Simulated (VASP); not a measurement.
YAl3N4: single point with PBE

The system is YAl3N4.

```
CELL_PARAMETERS angstrom
3.15651 0.00000 0.00000
0.00000 3.15651 0.00000
0.00000 0.00000 8.43776
ATOMIC_POSITIONS crystal
Y 0.50000 0.50000 0.00000
Al 0.00000 0.00000 0.72931
Al 0.00000 0.00000 0.27069
Al 0.50000 0.50000 0.50000
N 0.00000 0.00000 0.00000
N 0.50000 0.50000 0.27439
N 0.00000 0.00000 0.50000
N 0.50000 0.50000 0.72561
```

- Program: VASP 6.6.1
- Task: single point
- Functional: PBE
- Potentials or basis: VASP PAW PBE potentials, release 64 (Y_sv, Al, N)
- Cutoff: 520 eV
- k mesh: 6 × 6 × 2
- Occupations: gaussian, width 0.1 eV
- Spin: no spin polarisation

```
Pressure               : -0.3 GPa
Largest force          : 0.011 eV/Å
Band gap on the k mesh : 0.86 eV
```

Forces on the atoms (eV/Å):
```
Y    0.000  0.000  0.000
Al   0.000  0.000  0.001
Al   0.000  0.000 -0.001
Al   0.000  0.000  0.000
N    0.000  0.000  0.000
N    0.000  0.000 -0.011
N    0.000  0.000  0.000
N    0.000  0.000  0.011
```

Levels at points of the mesh, in eV from the valence-band top:
```
           k point  band 16  band 17  band 18  band 19  band 20  band 21  band 22  band 23  band 24  band 25
(0.00, 0.00, 0.00)    -1.01    -0.74    -0.74     0.00     0.00     0.86     1.80     4.18     4.74     5.10
(0.50, 0.00, 0.00)    -1.99    -1.61    -1.55    -1.54    -1.38     4.04     4.12     5.83     6.07     6.89
(0.50, 0.50, 0.00)    -2.92    -2.92    -1.95    -0.32    -0.32     1.84     2.26     2.26     5.12     5.30
(0.00, 0.00, 0.50)    -2.06    -0.77    -0.77    -0.09    -0.09     0.87     2.97     3.36     4.81     4.85
(0.50, 0.00, 0.50)    -2.44    -1.69    -1.54    -1.46    -1.31     4.74     4.94     5.00     5.05     6.53
(0.50, 0.50, 0.50)    -3.17    -3.02    -2.96    -0.45    -0.45     2.92     2.92     3.01     3.78     5.82
```

Wall time 57 s on 1 thread of Intel(R) Xeon(R) Platinum 8375C CPU @ 2.90GHz (Ice Lake), with other jobs on the host, peak memory 0.21 GiB.

A k mesh can miss the band edges.
